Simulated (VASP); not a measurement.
# Si2Mo (Cm) in VASP: further runs

Si2Mo is run at these levels: PBEsol; tasks: single point.

Program: VASP 6.6.1. These are calculated values, not measurements. Logs are shortened: lines on timing, memory, paths and dates and some standing lists are left out, and cuts for length are marked.

## Step 1: The cell of the first run

The structure is monoclinic, space group Cm (No. 8). The conventional cell has a = 8.447 Å, b = 3.190 Å, c = 3.190 Å, α = 90.00°, β = 112.19°, γ = 90.00°. Si (site symmetry m) has 5 Mo at 2.48 to 2.73 Å and 9 Si at 2.52 to 3.19 Å within 3.3 Å. Within 3.3 Å of Si (site symmetry m) lie 9 Si at 2.52 to 3.19 Å and 5 Mo at 2.58 to 2.62 Å. Mo (site symmetry m) has 10 Si at 2.48 to 2.73 Å and 4 Mo at 3.19 Å within 3.3 Å.

## Step 2: Single point, PBEsol (atoms displaced along several vibrational modes)

INCAR reads:

```
PREC = Accurate
ENCUT = 520
EDIFF = 1E-6
ISMEAR = 0
SIGMA = 0.15
LREAL = False
LASPH = True
NELM = 100
ALGO = Normal
ISIF = 2
LWAVE = False
LCHARG = True
GGA = PS
LELF = True
LVHAR = True
NBANDS = 18
```

KPOINTS reads:

```
regular mesh
0
Gamma
  18 18 18
```

POSCAR reads:

```
Si2Mo
1.0
   -1.5951226549      1.5951226549      3.9109090651
    1.5951226549     -1.5951226549      3.9109090651
    1.5951226549      1.5951226549     -3.9109090651
Si Mo
2 1
Direct
    0.3350567058      0.2841201839     -0.0509365219
    0.6649432942      0.6676076661      0.0026643719
    0.0000000000      0.0141294771      0.0141294771
```

Potentials or basis: VASP PAW PBE potentials, release 64 (Si, Mo_sv).

Launch:

```console
> cat potpaw_PBE.64/Si/POTCAR potpaw_PBE.64/Mo_sv/POTCAR > POTCAR
> mpirun -np 1 vasp_std > vasp.out
```

OUTCAR:

```text
PREC = Accurate
   ENCUT = 520
   EDIFF = 1E-6
   ISMEAR = 0
   LREAL = False
   LASPH = True
   NELM = 100
   ISIF = 2
   GGA = PS

 ion  position               nearest neighbor table
   1  0.335  0.284  0.949-   3 2.48   3 2.48   2 2.52   2 2.52   2 2.59   3 2.63   2 2.73   2 2.73
                             3 2.73   3 2.73
   2  0.665  0.668  0.003-   1 2.52   1 2.52   3 2.58   3 2.58   1 2.59   3 2.62   3 2.62   3 2.62
                             1 2.73   1 2.73
   3  0.000  0.014  0.014-   1 2.48   1 2.48   2 2.58   2 2.58   2 2.62   2 2.62   2 2.62   1 2.63
                             1 2.73   1 2.73

  LATTYP: Found a body centered tetragonal cell.
 ALAT       =     3.1902453098
 C/A-ratio  =     2.4517920632

  Lattice vectors:

 A1 = (  -1.5951226549,   1.5951226549,   3.9109090651)
 A2 = (   1.5951226549,  -1.5951226549,   3.9109090651)
 A3 = (   1.5951226549,   1.5951226549,  -3.9109090651)

Analysis of symmetry for initial positions (statically):
=====================================================================
 Subroutine PRICEL returns:
 Original cell was already a primitive cell.

 Routine SETGRP: Setting up the symmetry group for a
 body centered tetragonal supercell.

 Subroutine GETGRP returns: Found  2 space group operations
 (whereof  2 operations were pure point group operations)
 out of a pool of 16 trial point group operations.

The static configuration has the point symmetry C_1h.

Analysis of symmetry for dynamics (positions and initial velocities):
=====================================================================
 Subroutine PRICEL returns:
 Original cell was already a primitive cell.

 Routine SETGRP: Setting up the symmetry group for a
 body centered tetragonal supercell.

 Subroutine GETGRP returns: Found  2 space group operations
 (whereof  2 operations were pure point group operations)
 out of a pool of 16 trial point group operations.

The dynamic configuration has the point symmetry C_1h.

 Subroutine INISYM returns: Found  2 space group operations
 (whereof  2 operations are pure point group operations),
 and found     1 'primitive' translations

----------------------------------------------------------------------------------------

                                     Primitive cell

  volume of cell :      39.8039

  direct lattice vectors                    reciprocal lattice vectors
    -1.595122655  1.595122655  3.910909065     0.000000000  0.313455519  0.127847514
     1.595122655 -1.595122655  3.910909065     0.313455519  0.000000000  0.127847514
     1.595122655  1.595122655 -3.910909065     0.313455519  0.313455519  0.000000000

  length of vectors
     4.514869022  4.514869022  4.514869022     0.338525256  0.338525256  0.443293046

  position of ions in fractional coordinates (direct lattice)
     0.335056706  0.284120184  0.949063478
     0.664943294  0.667607666  0.002664372
     0.000000000  0.014129477  0.014129477

  ion indices of the primitive-cell ions
   primitive index   ion index
                 1           1
                 2           2
                 3           3

----------------------------------------------------------------------------------------

 KPOINTS: regular mesh

Automatic generation of k-mesh.
 Grid dimensions read from file:
 generate k-points for:   18   18   18

 Generating k-lattice:

  Cartesian coordinates                     Fractional coordinates (reciprocal lattice)
     0.000000000  0.017414196  0.007102640     0.055555556  0.000000000 -0.000000000
     0.017414196  0.000000000  0.007102640     0.000000000  0.055555556 -0.000000000
     0.017414196  0.017414196  0.000000000     0.000000000  0.000000000  0.055555556

  Length of vectors
     0.018806959  0.018806959  0.024627391

  Shift w.r.t. Gamma in fractional coordinates (k-lattice)
     0.000000000  0.000000000  0.000000000

 Subroutine IBZKPT returns following result:
 ===========================================

 Found   1550 irreducible k-points:

 Following reciprocal coordinates:
            Coordinates               Weight
  0.000000  0.000000  0.000000      1.000000
  0.055556  0.000000 -0.000000      4.000000
  0.000000  0.055556 -0.000000      2.000000
  0.055556  0.000000 -0.055556      2.000000
  0.111111  0.000000 -0.000000      4.000000
  0.000000  0.111111 -0.000000      2.000000
[... 16 lines left out ...]
  0.444444  0.000000  0.000000      4.000000
  0.000000  0.444444  0.000000      2.000000
 [... further k-points ...]
   k-points           NKPTS =   1550   k-points in BZ     NKDIM =   1550   number of bands    NBANDS=     18
   number of dos      NEDOS =    301   number of ions     NIONS =      3
   total plane-waves  NPLWV =  46656
   dimension x,y,z NGX =    36 NGY =   36 NGZ =   36
   dimension x,y,z NGXF=    72 NGYF=   72 NGZF=   72
   ions per type =               2   1
   NGX,Y,Z   is equivalent  to a cutoff of  13.26, 13.26, 13.26 a.u.
   NGXF,Y,Z  is equivalent  to a cutoff of  26.51, 26.51, 26.51 a.u.
 SYSTEM =  unknown system
   PREC   = accura    normal or accurate (medium, high low for compatibility)
   ISTART =      0    job   : 0-new  1-cont  2-samecut
   ICHARG =      2    charge: 1-file 2-atom 10-const
   ISPIN  =      1    spin polarized calculation?
   LNONCOLLINEAR =      F non collinear calculations
   LSORBIT =      F    spin-orbit coupling
   LASPH  =      T    aspherical Exc in radial PAW
   ENCUT  =  520.0 eV  38.22 Ry    6.18 a.u.   8.39  8.39  8.39*2*pi/ulx,y,z
   NELM   =    100;   NELMIN=  2; NELMDL= -5     # of ELM steps
   EDIFF  = 0.1E-05   stopping-criterion for ELM
   LREAL  =      F    real-space projection
   EDIFFG = 0.1E-04   stopping-criterion for IOM
   NSW    =      0    number of steps for IOM
   IBRION =     -1    ionic relax: 0-MD 1-quasi-New 2-CG
   NFREE  =      0    steps in history (QN), initial steepest desc. (CG)
   ISIF   =      2    stress and relaxation
   ISYM   =      2    0-nonsym 1-usesym 2-fastsym
   POTIM  = 0.5000    time-step for ionic-motion
   TEBEG  =    0.0;   TEEND  =   0.0 temperature during run
   PSTRESS=    0.0 pullay stress
   NELECT =      22.0000    total number of electrons
   NUPDOWN=      -1.0000    fix difference up-down
   EMIN   =  10.00;   EMAX   =-10.00  energy-range for DOS
   EFERMI =   0.00;   METHOD = LEGACY
   ISMEAR =     0;   SIGMA  =   0.15  broadening in eV -4-tet -1-fermi 0-gaus
   EFERMI_NEDOS =   21; number of points for ismear=-14 and -15
   IALGO  =     38    algorithm
   IMIX   =      4    mixing-type and parameters
     AMIX     =   0.40;   BMIX     =  1.00
     AMIX_MAG =   1.60;   BMIX_MAG =  1.00
  volume/ion in A,a.u.               =      13.27        89.54
  Fermi-wavevector in a.u.,A,eV,Ry     =   1.343509  2.538863 24.558723  1.805015
  Thomas-Fermi vector in A             =   2.471577
   LORBIT       =      0    0 simple, 1 ext, 2 COOP (PROOUT), +10 PAW based schemes
   GGA     = PS    functional components
   LHFCALC =     F    Hartree Fock is set to
   AEXX    =    0.0000 exact exchange contribution
   IVDW    =     0    specifies the selected vdW correction
   LEPSILON=     F    determine dielectric tensor
   LRPA    =     F    only Hartree local field effects (RPA)
 non-spin polarized calculation
 Gauss-broadening in eV      SIGMA  =   0.15
  energy-cutoff  :      520.00
  volume of cell :       39.80
 maximum number of plane-waves:      1104
 NGX is ok and might be reduce to    36
   NGX = 17   NGY = 17   NGZ = 17

 number of electron      22.0000000 magnetization

 Free energy of the ion-electron system (eV)
  ---------------------------------------------------
  ext. energy  EPLUGINS =         0.00000000
  ---------------------------------------------------
  free energy    TOTEN  =       -24.92107793 eV

  energy without entropy =      -24.91824066  energy(sigma->0) =      -24.91965930

 E-fermi :  12.3386     XC(G=0): -12.5547

 val. band max:       12.3374546745   @ k =  -0.0556   0.0556   0.0000
 cond. band min:      12.3437601439   @ k =  -0.3333   0.4444   0.5000
 fundamental gap:      0.0063054694
 Fermi energy:        12.3386411557

 k-point     1 :       0.0000    0.0000    0.0000
  band No.  band energies     occupation
      1     -48.2624      2.00000
      2     -22.4849      2.00000
      3     -22.3799      2.00000
      4     -22.3434      2.00000
      5      -1.1808      2.00000
      6       5.8600      2.00000
[... 10 lines left out ...]
     17      17.4939      0.00000
     18      17.8140      0.00000

 k-point     2 :       0.0556    0.0000   -0.0000
  band No.  band energies     occupation
      1     -48.2618      2.00000
      2     -22.4843      2.00000
      3     -22.3883      2.00000
      4     -22.3427      2.00000
      5      -1.1237      2.00000
      6       5.8665      2.00000
[... 10 lines left out ...]
     17      17.8419      0.00000
     18      17.8851      0.00000

 k-point     3 :       0.0000    0.0556   -0.0000
  band No.  band energies     occupation
      1     -48.2618      2.00000
      2     -22.4855      2.00000
      3     -22.3791      2.00000
      4     -22.3505      2.00000
      5      -1.1248      2.00000
      6       5.8574      2.00000
[... 10 lines left out ...]
     17      17.5305      0.00000
     18      18.1823      0.00000

 k-point     4 :       0.0556    0.0000   -0.0556
  band No.  band energies     occupation
      1     -48.2618      2.00000
      2     -22.4858      2.00000
      3     -22.3791      2.00000
      4     -22.3503      2.00000
      5      -1.1236      2.00000
      6       5.8734      2.00000
[... 10 lines left out ...]
     17      17.5405      0.00000
     18      18.0810      0.00000

 k-point     5 :       0.1111    0.0000   -0.0000
  band No.  band energies     occupation
      1     -48.2601      2.00000
      2     -22.4824      2.00000
      3     -22.4124      2.00000
      4     -22.3405      2.00000
      5      -0.9540      2.00000
      6       5.8744      2.00000
[... 10 lines left out ...]
     17      18.0741      0.00000
     18      18.6752      0.00000

 k-point     6 :       0.0000    0.1111   -0.0000
  band No.  band energies     occupation
      1     -48.2601      2.00000
      2     -22.4880      2.00000
      3     -22.3769      2.00000
      4     -22.3700      2.00000
      5      -0.9583      2.00000
      6       5.8383      2.00000
[... 10 lines left out ...]
     17      17.7154      0.00000
     18      18.9479      0.00000

 k-point     7 :       0.1111    0.0000   -0.1111
  band No.  band energies     occupation
      1     -48.2601      2.00000
      2     -22.4893      2.00000
      3     -22.3769      2.00000
      4     -22.3688      2.00000
      5      -0.9533      2.00000
      6       5.9049      2.00000
[... 10 lines left out ...]
     17      17.7792      0.00000
     18      18.7649      0.00000

 k-point     8 :       0.1667    0.0000   -0.0000
  band No.  band energies     occupation
      1     -48.2575      2.00000
      2     -22.4796      2.00000
      3     -22.4491      2.00000
      4     -22.3372      2.00000
      5      -0.6757      2.00000
      6       5.8411      2.00000
[... 10 lines left out ...]
     17      18.5767      0.00000
     18      19.6734      0.00000
[... 229 lines left out ...]
     17      19.6591      0.00000
     18      21.2186      0.00000

 k-point    20 :       0.3889    0.0000   -0.0000
  band No.  band energies     occupation
      1     -48.2449      2.00000
      2     -22.6212      2.00000
      3     -22.4652      2.00000
      4     -22.3216      2.00000
      5       1.3544      2.00000
      6       4.1296      2.00000
[... 10 lines left out ...]
     17      19.3049      0.00000
     18      20.7353      0.00000

 k-point    21 :       0.0000    0.3889   -0.0000
  band No.  band energies     occupation
      1     -48.2451      2.00000
      2     -22.6130      2.00000
      3     -22.4345      2.00000
      4     -22.3574      2.00000
      5       1.2760      2.00000
      6       4.0994      2.00000
[... 10 lines left out ...]
     17      18.7939      0.00000
     18      20.6022      0.00000

 k-point    22 :       0.3889    0.0000   -0.3889
  band No.  band energies     occupation
      1     -48.2450      2.00000
      2     -22.6192      2.00000
      3     -22.4300      2.00000
      4     -22.3574      2.00000
      5       1.3655      2.00000
      6       4.3136      2.00000
[... 10 lines left out ...]
     17      19.4308      0.00000
     18      20.5388      0.00000

 k-point    23 :       0.4444    0.0000    0.0000
  band No.  band energies     occupation
      1     -48.2431      2.00000
      2     -22.6444      2.00000
      3     -22.4633      2.00000
      4     -22.3195      2.00000
      5       2.0262      2.00000
      6       3.4433      2.00000
[... 10 lines left out ...]
     17      18.9558      0.00000
     18      20.0869      0.00000

 k-point    24 :       0.0000    0.4444    0.0000
  band No.  band energies     occupation
      1     -48.2434      2.00000
      2     -22.6343      2.00000
      3     -22.4343      2.00000
      4     -22.3551      2.00000
      5       1.8834      2.00000
      6       3.4841      2.00000
[... 10 lines left out ...]
     17      18.4932      0.00000
     18      19.7236      0.00000

 [... further k-points ...]

------------------------ aborting loop because EDIFF is reached ----------------------------------------

  FORCE on cell =-STRESS in cart. coord.  units (eV):
  Direction    XX          YY          ZZ          XY          YZ          ZX
  --------------------------------------------------------------------------------------
  -------------------------------------------------------------------------------------
  Total        0.4116470      0.8973751      0.4917327      0.0000000      0.0000000     -0.2767616
  in kB       16.5695101     36.1209123     19.7930994      0.0000000      0.0000000    -11.1401391
  external PRESSURE =      24.1611739 kB  Pullay stress =       0.0000000 kB

 VOLUME and BASIS-vectors are now :
 -----------------------------------------------------------------------------
  energy-cutoff  :      520.00
  volume of cell :       39.80
      direct lattice vectors                 reciprocal lattice vectors
    -1.595122655  1.595122655  3.910909065     0.000000000  0.313455519  0.127847514
     1.595122655 -1.595122655  3.910909065     0.313455519  0.000000000  0.127847514
     1.595122655  1.595122655 -3.910909065     0.313455519  0.313455519  0.000000000

 POSITION                                       TOTAL-FORCE (eV/Angst)
 -----------------------------------------------------------------------------------
      1.43262      1.59512     -1.29016         1.600938      0.000000     -0.198830
      0.00850      0.00000      5.20107        -0.363189     -0.000000     -0.143954
      0.04508      0.00000      0.00000        -1.237749      0.000000      0.342784
 -----------------------------------------------------------------------------------
    total drift:                               -0.000124     -0.000000      0.000010

  FREE ENERGIE OF THE ION-ELECTRON SYSTEM (eV)
  ---------------------------------------------------
  free  energy   TOTEN  =       -24.9210779342 eV

  energy  without entropy=      -24.9182406562  energy(sigma->0) =      -24.91965930
```

Wall time 9.3 min (1 thread of Intel Xeon 6975P-C (Granite Rapids), shared host); peak memory 1.1 GiB.

What came out:

```
Free energy            : -24.9211 eV
Pressure               : 2.4 GPa
Largest force          : 1.613 eV/Å
Band gap on the k mesh : zero (bands 11 and 12 overlap by 0.78 eV)
```

Forces on the atoms (eV/Å):
```
Si   1.601  0.000 -0.199
Si  -0.363  0.000 -0.144
Mo  -1.238  0.000  0.343
```

Caveat: the cell differs from its parent crystal (atoms displaced along several vibrational modes); the PAW data sets were made with another functional, which shifts forces and pressure a little.

[end of part 1 of 2]
